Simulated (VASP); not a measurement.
# P in VASP: notebook

The runs below take P through single point, with PBEsol.

All numbers are computed with VASP 6.6.1; they aren't measurements. Logs are shortened: lines on timing, memory, paths and dates and some standing lists are left out, and cuts for length are marked.

### Step 1. The cell of the first run

The typed cell holds 2 atoms: a = 2.532 Å, b = 2.532 Å, c = 5.176 Å, α = 90.00°, β = 89.99°, γ = 90.00°.

### Step 2. Single point, PBEsol (strain +0.040 along x and y, +0.080 along z)

The input, INCAR:

```
SYSTEM = P
PREC = Accurate
ENCUT = 520
EDIFF = 1E-6
ISMEAR = 0
SIGMA = 0.15
LREAL = .False.
LASPH = .True.
NELM = 60
ALGO = Normal
ISIF = 2
LWAVE = .False.
LCHARG = .False.
GGA = PS
NBANDS = 12
```

The input, KPOINTS:

```
Automatic mesh
0
Gamma
  24 24 12
  0 0 0
```

The input, POSCAR:

```
P
1.0
    2.5321266498      0.0000000000      0.0056644987
    0.0000000000      2.5320105085      0.0000000000
   -0.0102982953      0.0000000000      5.1763833569
P
2
Direct
    0.0000000000      0.0000000000      0.2500000000
    1.0000000000      0.0000000000      0.7500000000
```

Potentials or basis: VASP PAW PBE potentials, release 64 (P).

Run with:

```sh
$ cat potpaw_PBE.64/P/POTCAR > POTCAR
$ mpirun -np 1 vasp_std > vasp.out
```

OUTCAR:

```text
SYSTEM = P
   PREC = Accurate
   ENCUT = 520
   EDIFF = 1E-6
   ISMEAR = 0
   LREAL = .False.
   LASPH = .True.
   NELM = 60
   ISIF = 2
   GGA = PS

 ion  position               nearest neighbor table
   1  0.000  0.000  0.250-   2 2.59   2 2.59
   2  0.000  0.000  0.750-   1 2.59   1 2.59

  LATTYP: Found a simple monoclinic cell.
 ALAT       =     2.5321329857
 B/A-ratio  =     0.9999516308
 C/A-ratio  =     2.0442818881
 COS(beta)  =    -0.0002475738

  Lattice vectors:

 A1 = (   2.5321266498,   0.0000000000,   0.0056644987)
 A2 = (   0.0000000000,  -2.5320105085,   0.0000000000)
 A3 = (   0.0102982953,   0.0000000000,  -5.1763833569)

Analysis of symmetry for initial positions (statically):
=====================================================================
 Subroutine PRICEL returns following result:

  LATTYP: Found a simple monoclinic cell.
 ALAT       =     2.5321329857
 B/A-ratio  =     0.9999516308
 C/A-ratio  =     1.0221409441
 COS(beta)  =    -0.0002475738

  Lattice vectors:

 A1 = (   2.5321266498,   0.0000000000,   0.0056644987)
 A2 = (   0.0000000000,  -2.5320105085,   0.0000000000)
 A3 = (   0.0051491477,   0.0000000000,  -2.5881916784)

   2 primitive cells build up your supercell.

 Routine SETGRP: Setting up the symmetry group for a
 simple monoclinic supercell.

 Subroutine GETGRP returns: Found  4 space group operations
 (whereof  4 operations were pure point group operations)
 out of a pool of  4 trial point group operations.

The static configuration has the point symmetry C_2h.

Analysis of symmetry for dynamics (positions and initial velocities):
=====================================================================
 Subroutine PRICEL returns following result:

  LATTYP: Found a simple monoclinic cell.
 ALAT       =     2.5321329857
 B/A-ratio  =     0.9999516308
 C/A-ratio  =     1.0221409441
 COS(beta)  =    -0.0002475738

  Lattice vectors:

 A1 = (   2.5321266498,   0.0000000000,   0.0056644987)
 A2 = (   0.0000000000,  -2.5320105085,   0.0000000000)
 A3 = (   0.0051491477,   0.0000000000,  -2.5881916784)

   2 primitive cells build up your supercell.

 Routine SETGRP: Setting up the symmetry group for a
[... 101 lines left out ...]
   LASPH  =      T    aspherical Exc in radial PAW
   ENCUT  =  520.0 eV  38.22 Ry    6.18 a.u.   4.71  4.71  9.62*2*pi/ulx,y,z
   NELM   =     60;   NELMIN=  2; NELMDL= -5     # of ELM steps
   EDIFF  = 0.1E-05   stopping-criterion for ELM
   LREAL  =      F    real-space projection
   EDIFFG = 0.1E-04   stopping-criterion for IOM
   NSW    =      0    number of steps for IOM
   IBRION =     -1    ionic relax: 0-MD 1-quasi-New 2-CG
   NFREE  =      0    steps in history (QN), initial steepest desc. (CG)
   ISIF   =      2    stress and relaxation
   ISYM   =      2    0-nonsym 1-usesym 2-fastsym
   POTIM  = 0.5000    time-step for ionic-motion
   TEBEG  =    0.0;   TEEND  =   0.0 temperature during run
   PSTRESS=    0.0 pullay stress
   NELECT =      10.0000    total number of electrons
   NUPDOWN=      -1.0000    fix difference up-down
   EMIN   =  10.00;   EMAX   =-10.00  energy-range for DOS
   EFERMI =   0.00;   METHOD = LEGACY
   ISMEAR =     0;   SIGMA  =   0.15  broadening in eV -4-tet -1-fermi 0-gaus
   EFERMI_NEDOS =   21; number of points for ismear=-14 and -15
   IALGO  =     38    algorithm
   IMIX   =      4    mixing-type and parameters
     AMIX     =   0.40;   BMIX     =  1.00
     AMIX_MAG =   1.60;   BMIX_MAG =  1.00
  volume/ion in A,a.u.               =      16.59       111.98
  Fermi-wavevector in a.u.,A,eV,Ry     =   1.097527  2.074025 16.389098  1.204565
  Thomas-Fermi vector in A             =   2.233888
   LORBIT       =      0    0 simple, 1 ext, 2 COOP (PROOUT), +10 PAW based schemes
   GGA     = PS    functional components
   LHFCALC =     F    Hartree Fock is set to
   AEXX    =    0.0000 exact exchange contribution
   IVDW    =     0    specifies the selected vdW correction
   LEPSILON=     F    determine dielectric tensor
   LRPA    =     F    only Hartree local field effects (RPA)
 non-spin polarized calculation
 Gauss-broadening in eV      SIGMA  =   0.15
  energy-cutoff  :      520.00
  volume of cell :       33.19
 maximum number of plane-waves:       927
   NGX =  9   NGY =  9   NGZ = 19

 number of electron      10.0000000 magnetization

 number of electron       9.9999998 magnetization

 Free energy of the ion-electron system (eV)
  ---------------------------------------------------
  ext. energy  EPLUGINS =         0.00000000
  ---------------------------------------------------
  free energy    TOTEN  =       -11.31034658 eV

  energy without entropy =      -11.30078543  energy(sigma->0) =      -11.30556601

 E-fermi :   7.8071     XC(G=0): -10.8205

 val. band max:        7.8057567157   @ k =  -0.2500   0.0833   0.1667
 cond. band min:       7.8079944782   @ k =   0.1667   0.1667   0.0000
 fundamental gap:      0.0022377625
 Fermi energy:         7.8070657914

 k-point     1 :       0.0000    0.0000    0.0000
  band No.  band energies     occupation
      1      -7.4305      2.00000
      2      -3.9729      2.00000
      3       0.2227      2.00000
      4      11.6332      0.00000
      5      12.4207      0.00000
      6      12.4225      0.00000
      7      14.5667      0.00000
      8      14.5685      0.00000
      9      14.6717      0.00000
     10      14.9305      0.00000
     11      17.0738      0.00000
     12      20.4225      0.00000
[... 331 lines left out ...]
 k-point    24 :       0.4167    0.0417    0.0000
  band No.  band energies     occupation
      1      -4.1438      2.00000
      2      -0.5838      2.00000
      3       1.0628      2.00000
      4       2.9793      2.00000
      5       3.9182      2.00000
      6      10.1404      0.00000
      7      13.8338      0.00000
      8      14.0194      0.00000
      9      16.2220      0.00000
     10      17.3745      0.00000
     11      21.3092      0.00000
     12      21.6940      0.00000

 [... further k-points ...]
[... 5 lines left out ...]
  --------------------------------------------------------------------------------------
  -------------------------------------------------------------------------------------
  Total       -2.6945911     -2.6940386     -2.9449012      0.0000000      0.0000000     -0.0021933
  in kB     -130.0840837   -130.0574100   -142.1680522      0.0000000      0.0000000     -0.1058823
  external PRESSURE =    -134.1031820 kB  Pullay stress =       0.0000000 kB

 VOLUME and BASIS-vectors are now :
 -----------------------------------------------------------------------------
  energy-cutoff  :      520.00
  volume of cell :       33.19
      direct lattice vectors                 reciprocal lattice vectors
     2.532126650  0.000000000  0.005664499     0.394923196  0.000000000  0.000785691
     0.000000000  2.532010508  0.000000000     0.000000000  0.394943069  0.000000000
    -0.010298295  0.000000000  5.176383357    -0.000432163  0.000000000  0.193184214

 POSITION                                       TOTAL-FORCE (eV/Angst)
 -----------------------------------------------------------------------------------
     -0.00257      0.00000      1.29410        -0.000000      0.000000      0.000000
     -0.00772      0.00000      3.88229         0.000000      0.000000     -0.000000
 -----------------------------------------------------------------------------------
    total drift:                                0.000000     -0.000000      0.000000

  FREE ENERGIE OF THE ION-ELECTRON SYSTEM (eV)
  ---------------------------------------------------
  free  energy   TOTEN  =       -11.3103465833 eV

  energy  without entropy=      -11.3007854299  energy(sigma->0) =      -11.30556601
```

Run time: 5.9 min. Hardware: 1 thread of Intel Xeon 8259CL, shared host; peak memory 0.59 GiB.

What came out:

* Free energy: -11.3103 eV
* Pressure: -13.4 GPa
* Band gap on the k mesh: zero (bands 5 and 6 overlap by 9.10 eV)

Caveat: the cell differs from its parent crystal (strain +0.040 along x and y, +0.080 along z); the cell stands under tension; the PAW data sets were made with another functional, which shifts forces and pressure a little.

(Continued in part 2 of 2.)
